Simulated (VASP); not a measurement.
Write the native input for VASP 6.6.1 that does the following.

```
Task                   : single point
Functional             : PBE
Potentials or basis    : VASP PAW PBE potentials, release 64 (Ca_sv)
Cutoff                 : 520 eV
k mesh                 : 4 × 4 × 2
Occupations            : gaussian, width 0.1 eV
Spin                   : no spin polarisation
Dipole correction      : no
Further INCAR settings : ALGO = Normal; EDIFF = 1e-06; NBANDS = 28
```

The structure of Ca lies in POSCAR:

```
Ca
1.0
    3.3608893075     -1.9538216350     -0.3839373848
    3.3608893075      1.9538216350     -0.3839373848
   -2.8691898924      0.0000000000     13.2280933664
Ca
4
Direct
    0.7498751821      0.7503991138      0.1250032967
    0.2496008862      0.2501248179      0.3749967033
    0.2501248179      0.2496008862      0.8749967033
    0.7503991138      0.7498751821      0.6250032967
```

One way to write it, as run:

INCAR

```
ALGO = Normal ; EDIFF = 1E-6
ENCUT = 520 ; GGA = PE
ISIF = 2 ; ISMEAR = 0
LASPH = T ; LCHARG = F
LREAL = F ; LWAVE = F
NBANDS = 28 ; NELM = 60
PREC = Accurate ; SIGMA = 0.1
```

KPOINTS

```
k-points
0
Gamma
  4 4 2
```

Potentials or basis: VASP PAW PBE potentials, release 64 (Ca_sv).

Command:

```bash
$ cat potpaw_PBE.64/Ca_sv/POTCAR > POTCAR
$ mpirun -np 1 vasp_std > vasp.out
```

Results of the run:

| Item | Value |
| --- | --- |
| Pressure | 0.0 GPa |
| Band gap on the k mesh | zero (band 20 reaches 2.14 eV, above the bottom of band 21 at 1.76 eV) |

Caveat: the k points lie up to 0.47 Å⁻¹ apart.

Run time: 41 s on 1 thread of Intel(R) Xeon(R) 6975P-C (Granite Rapids), on a shared host, peak memory 0.3 GiB.
